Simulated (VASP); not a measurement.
# W (Fm-3m) in VASP: further runs

Runs on W. Level: PBE. Tasks: single point, relaxation of cell and atoms.

All numbers are computed with VASP 6.6.1; they aren't measurements. Logs are shortened: lines on timing, memory, paths and dates and some standing lists are left out, and cuts for length are marked.

## 1. The cell of the first run

Symmetry: Fm-3m, No. 225, cubic system. Conventional cell: a = 4.040 Å, b = 4.040 Å, c = 4.040 Å, α = 90.00°, β = 90.00°, γ = 90.00°. W (site symmetry m-3m) has 12 W at 2.86 Å within 3.8 Å.

This isn't the form of W at room conditions, which is bcc.

## 2. Single point, PBE

INCAR reads:

```
SYSTEM = W
PREC = Accurate
ENCUT = 500
EDIFF = 1E-6
ISMEAR = -1
SIGMA = 0.1
LREAL = .FALSE.
LASPH = .TRUE.
NELM = 120
ALGO = Normal
ISIF = 2
LWAVE = .FALSE.
LCHARG = .TRUE.
GGA = PE
LELF = .TRUE.
LVHAR = .TRUE.
NBANDS = 13
GGA_COMPAT = .FALSE.
```

KPOINTS reads:

```
regular mesh
0
G
  10 10 10
  0 0 0
```

POSCAR reads:

```
W
1.0
    0.0000000000      2.0200431682      2.0200431682
    2.0200431682      0.0000000000      2.0200431682
    2.0200431682      2.0200431682      0.0000000000
W
1
Direct
    0.0000000000      0.0000000000      0.0000000000
```

Potentials or basis: VASP PAW PBE potentials, release 64 (W_sv).

Command:

```sh
> cat potpaw_PBE.64/W_sv/POTCAR > POTCAR
> mpirun -np 1 vasp_std > vasp.out
```

OUTCAR:

```text
SYSTEM = W
   PREC = Accurate
   ENCUT = 500
   EDIFF = 1E-6
   ISMEAR = -1
   LREAL = .FALSE.
   LASPH = .TRUE.
   NELM = 120
   ISIF = 2
   GGA = PE

 ion  position               nearest neighbor table
   1  0.000  0.000  0.000-

  LATTYP: Found a face centered cubic cell.
 ALAT       =     4.0400863364

  Lattice vectors:

 A1 = (   0.0000000000,   2.0200431682,   2.0200431682)
 A2 = (   2.0200431682,   0.0000000000,   2.0200431682)
 A3 = (   2.0200431682,   2.0200431682,   0.0000000000)

Analysis of symmetry for initial positions (statically):
=====================================================================
 Subroutine PRICEL returns:
 Original cell was already a primitive cell.

 Routine SETGRP: Setting up the symmetry group for a
 face centered cubic supercell.

 Subroutine GETGRP returns: Found 48 space group operations
 (whereof 48 operations were pure point group operations)
 out of a pool of 48 trial point group operations.

The static configuration has the point symmetry O_h .

Analysis of symmetry for dynamics (positions and initial velocities):
=====================================================================
 Subroutine PRICEL returns:
 Original cell was already a primitive cell.

 Routine SETGRP: Setting up the symmetry group for a
 face centered cubic supercell.

 Subroutine GETGRP returns: Found 48 space group operations
 (whereof 48 operations were pure point group operations)
 out of a pool of 48 trial point group operations.

The dynamic configuration has the point symmetry O_h .

 Subroutine INISYM returns: Found 48 space group operations
 (whereof 48 operations are pure point group operations),
 and found     1 'primitive' translations

----------------------------------------------------------------------------------------

                                     Primitive cell

  volume of cell :      16.4859

  direct lattice vectors                    reciprocal lattice vectors
     0.000000000  2.020043168  2.020043168    -0.247519463  0.247519463  0.247519463
     2.020043168  0.000000000  2.020043168     0.247519463 -0.247519463  0.247519463
     2.020043168  2.020043168  0.000000000     0.247519463  0.247519463 -0.247519463

  length of vectors
     2.856772445  2.856772445  2.856772445     0.428716286  0.428716286  0.428716286

  position of ions in fractional coordinates (direct lattice)
     0.000000000  0.000000000  0.000000000

  ion indices of the primitive-cell ions
   primitive index   ion index
                 1           1

----------------------------------------------------------------------------------------

 KPOINTS: regular mesh

Automatic generation of k-mesh.
 Grid dimensions read from file:
 generate k-points for:   10   10   10

 Generating k-lattice:

  Cartesian coordinates                     Fractional coordinates (reciprocal lattice)
    -0.024751946  0.024751946  0.024751946     0.100000000  0.000000000  0.000000000
     0.024751946 -0.024751946  0.024751946     0.000000000  0.100000000  0.000000000
     0.024751946  0.024751946 -0.024751946     0.000000000  0.000000000  0.100000000

  Length of vectors
     0.042871629  0.042871629  0.042871629

  Shift w.r.t. Gamma in fractional coordinates (k-lattice)
     0.000000000  0.000000000  0.000000000

 Subroutine IBZKPT returns following result:
 ===========================================

 Found     47 irreducible k-points:

 Following reciprocal coordinates:
            Coordinates               Weight
  0.000000  0.000000  0.000000      1.000000
  0.100000  0.000000  0.000000      8.000000
  0.200000  0.000000  0.000000      8.000000
  0.300000  0.000000  0.000000      8.000000
  0.400000  0.000000  0.000000      8.000000
  0.500000  0.000000  0.000000      4.000000
[... 16 lines left out ...]
  0.300000  0.300000  0.000000      6.000000
  0.400000  0.300000  0.000000     24.000000
 [... further k-points ...]
   k-points           NKPTS =     47   k-points in BZ     NKDIM =     47   number of bands    NBANDS=     13
   number of dos      NEDOS =    301   number of ions     NIONS =      1
   total plane-waves  NPLWV =  13824
   dimension x,y,z NGX =    24 NGY =   24 NGZ =   24
   dimension x,y,z NGXF=    48 NGYF=   48 NGZF=   48
   ions per type =               1
   NGX,Y,Z   is equivalent  to a cutoff of  13.97, 13.97, 13.97 a.u.
   NGXF,Y,Z  is equivalent  to a cutoff of  27.93, 27.93, 27.93 a.u.
 SYSTEM =  W
   PREC   = accura    normal or accurate (medium, high low for compatibility)
   ISTART =      0    job   : 0-new  1-cont  2-samecut
   ICHARG =      2    charge: 1-file 2-atom 10-const
   ISPIN  =      1    spin polarized calculation?
   LNONCOLLINEAR =      F non collinear calculations
   LSORBIT =      F    spin-orbit coupling
   LASPH  =      T    aspherical Exc in radial PAW
   ENCUT  =  500.0 eV  36.75 Ry    6.06 a.u.   5.21  5.21  5.21*2*pi/ulx,y,z
   NELM   =    120;   NELMIN=  2; NELMDL= -5     # of ELM steps
   EDIFF  = 0.1E-05   stopping-criterion for ELM
   LREAL  =      F    real-space projection
   EDIFFG = 0.1E-04   stopping-criterion for IOM
   NSW    =      0    number of steps for IOM
   IBRION =     -1    ionic relax: 0-MD 1-quasi-New 2-CG
   NFREE  =      0    steps in history (QN), initial steepest desc. (CG)
   ISIF   =      2    stress and relaxation
   ISYM   =      2    0-nonsym 1-usesym 2-fastsym
   POTIM  = 0.5000    time-step for ionic-motion
   TEBEG  =    0.0;   TEEND  =   0.0 temperature during run
   PSTRESS=    0.0 pullay stress
   NELECT =      14.0000    total number of electrons
   NUPDOWN=      -1.0000    fix difference up-down
   EMIN   =  10.00;   EMAX   =-10.00  energy-range for DOS
   EFERMI =   0.00;   METHOD = LEGACY
   ISMEAR =    -1;   SIGMA  =   0.10  broadening in eV -4-tet -1-fermi 0-gaus
   EFERMI_NEDOS =   21; number of points for ismear=-14 and -15
   IALGO  =     38    algorithm
   IMIX   =      4    mixing-type and parameters
     AMIX     =   0.40;   BMIX     =  1.00
     AMIX_MAG =   1.60;   BMIX_MAG =  1.00
  volume/ion in A,a.u.               =      16.49       111.25
  Fermi-wavevector in a.u.,A,eV,Ry     =   1.550292  2.929627 32.700317  2.403406
  Thomas-Fermi vector in A             =   2.654976
   LORBIT       =      0    0 simple, 1 ext, 2 COOP (PROOUT), +10 PAW based schemes
   GGA     = PE    functional components
   LHFCALC =     F    Hartree Fock is set to
   AEXX    =    0.0000 exact exchange contribution
   IVDW    =     0    specifies the selected vdW correction
   LEPSILON=     F    determine dielectric tensor
   LRPA    =     F    only Hartree local field effects (RPA)
 non-spin polarized calculation
  energy-cutoff  :      500.00
  volume of cell :       16.49
 maximum number of plane-waves:       444
 NGX is ok and might be reduce to    24
   NGX = 11   NGY = 11   NGZ = 11

 number of electron      14.0000002 magnetization

 Free energy of the ion-electron system (eV)
  ---------------------------------------------------
  ext. energy  EPLUGINS =         0.00000000
  ---------------------------------------------------
  free energy    TOTEN  =       -12.48405228 eV

  energy without entropy =      -12.44263306  energy(sigma->0) =      -12.46334267

 E-fermi :  10.4176     XC(G=0): -13.4119

 val. band max:       10.3642949285   @ k =  -0.1000   0.1000   0.0000
 cond. band min:      10.4682003909   @ k =   0.5000   0.1000   0.0000
 fundamental gap:      0.1039054624
 Fermi energy:        10.4175590815

 k-point     1 :       0.0000    0.0000    0.0000
  band No.  band energies     occupation
      1     -63.2656      2.00000
      2     -26.9012      2.00000
      3     -26.9012      2.00000
      4     -26.9012      2.00000
      5       1.4588      2.00000
      6       9.8715      1.99153
      7       9.8715      1.99153
      8       9.8715      1.99153
      9      12.9749      0.00000
     10      12.9749      0.00000
     11      23.2093      0.00000
     12      28.4041      0.00000
     13      28.4041      0.00000

 k-point     2 :       0.1000    0.0000    0.0000
  band No.  band energies     occupation
      1     -63.2558      2.00000
      2     -27.0159      2.00000
      3     -26.9159      2.00000
      4     -26.9159      2.00000
      5       1.8885      2.00000
      6       9.5556      1.99964
      7      10.0631      1.94388
      8      10.0631      1.94388
      9      12.8105      0.00000
     10      12.8105      0.00000
     11      24.0452      0.00000
     12      26.8613      0.00000
     13      29.2108      0.00000

 k-point     3 :       0.2000    0.0000    0.0000
  band No.  band energies     occupation
      1     -63.2299      2.00000
      2     -27.3084      2.00000
      3     -26.9542      2.00000
      4     -26.9542      2.00000
      5       3.0132      2.00000
      6       8.9928      2.00000
      7      10.3428      1.35749
      8      10.3428      1.35749
      9      12.7633      0.00000
     10      12.7633      0.00000
     11      24.3129      0.00000
     12      26.4698      0.00000
     13      31.4028      0.00000
[... 305 lines left out ...]
 k-point    23 :       0.3000    0.3000    0.0000
  band No.  band energies     occupation
      1     -63.1754      2.00000
      2     -27.6191      2.00000
      3     -27.1709      2.00000
      4     -27.1709      2.00000
      5       5.0272      2.00000
      6       6.9884      2.00000
      7      10.2563      1.66752
      8      12.8799      0.00000
      9      12.8799      0.00000
     10      14.4436      0.00000
     11      27.2311      0.00000
     12      27.2311      0.00000
     13      28.2040      0.00000

 k-point    24 :       0.4000    0.3000    0.0000
  band No.  band energies     occupation
      1     -63.1547      2.00000
      2     -27.7645      2.00000
      3     -27.2530      2.00000
      4     -27.2162      2.00000
      5       5.4713      2.00000
      6       6.7235      2.00000
      7      10.2885      1.56837
      8      13.1406      0.00000
      9      14.5807      0.00000
     10      15.2663      0.00000
     11      24.0444      0.00000
     12      25.8988      0.00000
     13      27.5219      0.00000

 [... further k-points ...]
[... 5 lines left out ...]
  --------------------------------------------------------------------------------------
  -------------------------------------------------------------------------------------
  Total        0.0523301      0.0523301      0.0523301      0.0000000      0.0000000      0.0000000
  in kB        5.0856982      5.0856982      5.0856982      0.0000000      0.0000000      0.0000000
  external PRESSURE =       5.0856982 kB  Pullay stress =       0.0000000 kB

 VOLUME and BASIS-vectors are now :
 -----------------------------------------------------------------------------
  energy-cutoff  :      500.00
  volume of cell :       16.49
      direct lattice vectors                 reciprocal lattice vectors
     0.000000000  2.020043168  2.020043168    -0.247519463  0.247519463  0.247519463
     2.020043168  0.000000000  2.020043168     0.247519463 -0.247519463  0.247519463
     2.020043168  2.020043168  0.000000000     0.247519463  0.247519463 -0.247519463

 POSITION                                       TOTAL-FORCE (eV/Angst)
 -----------------------------------------------------------------------------------
      0.00000      0.00000      0.00000         0.000000      0.000000      0.000000
 -----------------------------------------------------------------------------------
    total drift:                               -0.000000     -0.000000     -0.000000

  FREE ENERGIE OF THE ION-ELECTRON SYSTEM (eV)
  ---------------------------------------------------
  free  energy   TOTEN  =       -12.4840522804 eV

  energy  without entropy=      -12.4426330604  energy(sigma->0) =      -12.46334267
```

It took 7.4 s on 1 thread of AMD EPYC 9R45 (Zen 5), shared host; peak memory 0.11 GiB.

What came out:

```yaml
Free_energy: -12.4841 eV
Pressure: 0.5 GPa
Band_gap_on_the_k_mesh: zero (bands 7 and 8 overlap by 3.58 eV)
```

Levels at points of the mesh, in eV from the Fermi level:
```
           k point  band 5  band 6  band 7  band 8  band 9  band 10
(0.00, 0.00, 0.00)   -8.96   -0.55   -0.55   -0.55    2.56     2.56
(0.50, 0.00, 0.00)   -5.57   -0.77   -0.77    0.63    5.01     5.01
(0.50, 0.50, 0.00)   -5.45   -4.48    3.03    4.98    5.74     5.74
```

Caveat: spin-orbit coupling is left out, which moves the levels of the heavy elements.

## 3. Relaxation of cell and atoms, PBE

This run uses another cell than the first one, of 15.88 Å³/atom.

INCAR reads:

```
PREC     = Accurate       # precision mode
ENCUT    = 500            # plane-wave cutoff, eV
EDIFF    = 1E-7           # SCF threshold, eV
ISMEAR   = -1             # smearing method
SIGMA    = 0.1            # smearing width, eV
LREAL    = F              # projectors in reciprocal space
LASPH    = T              # aspherical terms in the spheres
NELM     = 120            # most SCF steps
ALGO     = Normal         # electronic algorithm
ISIF     = 3              # what is computed and relaxed
LWAVE    = F              # write WAVECAR
LCHARG   = F              # write CHGCAR
GGA      = PE             # functional
IBRION   = 2              # ionic algorithm
NSW      = 60             # ionic steps
EDIFFG   = -0.01          # ionic threshold
GGA_COMPAT= F            
NELMIN   = 4
```

KPOINTS reads:

```
Automatic mesh
0
Gamma
  10 10 10
```

POSCAR reads:

```
W
1.0
    0.0000000000      1.9950000000      1.9950000000
    1.9950000000      0.0000000000      1.9950000000
    1.9950000000      1.9950000000      0.0000000000
W
1
Direct
    0.0000000000      0.0000000000      0.0000000000
```

Potentials or basis: VASP PAW PBE potentials, release 64 (W_sv).

Command:

```sh
> cat potpaw_PBE.64/W_sv/POTCAR > POTCAR
> mpirun -np 1 vasp_std > vasp.out
```

Wall time 22 s (1 thread of AMD EPYC 9R45 (Zen 5), shared host); peak memory 0.12 GiB.

The run converged. Its results:

* Free energy: -12.4837 eV
* Relaxed volume: 16.52 Å³/atom
* Relaxed cell: a = 2.859 Å, b = 2.859 Å, c = 2.859 Å, α = 60.00°, β = 60.00°, γ = 60.00°
* Space group after relaxing (to 0.1 Å): Fm-3m (No. 225)
* Energy gained by relaxing: 23.0 meV/atom
* Ionic steps: 4
* Pressure after relaxing: 0.0 GPa
* Band gap on the k mesh: zero (bands 7 and 8 overlap by 3.56 eV)

Step by step:
```csv
step,energy change (eV),largest force (eV/Å),pressure (GPa),volume (Å³)
1,0.0000,0.0000,11.98,15.88
2,0.1957,0.0000,-27.84,18.77
3,-0.0229,0.0000,-0.59,16.55
4,-0.0230,0.0000,-0.03,16.52
```

Final structure:
```xyz
1
Lattice="0.0000 2.0213 2.0213 2.0213 0.0000 2.0213 2.0213 2.0213 0.0000" Properties=species:S:1:pos:R:3 pbc="T T T"
W     0.0000    0.0000    0.0000
```

Levels at points of the mesh, in eV from the Fermi level:
| k point | band 4 | band 5 | band 6 | band 7 | band 8 | band 9 | band 10 | band 11 |
| --- | --- | --- | --- | --- | --- | --- | --- | --- |
| (0.00, 0.00, 0.00) | -37.32 | -8.95 | -0.54 | -0.54 | -0.54 | 2.55 | 2.55 | 12.79 |
| (0.50, 0.00, 0.00) | -37.48 | -5.56 | -0.76 | -0.76 | 0.62 | 5.00 | 5.00 | 10.20 |
| (0.50, 0.50, 0.00) | -37.73 | -5.43 | -4.47 | 3.02 | 4.97 | 5.72 | 5.72 | 11.69 |

Caveat: spin-orbit coupling is left out, which moves the levels of the heavy elements.
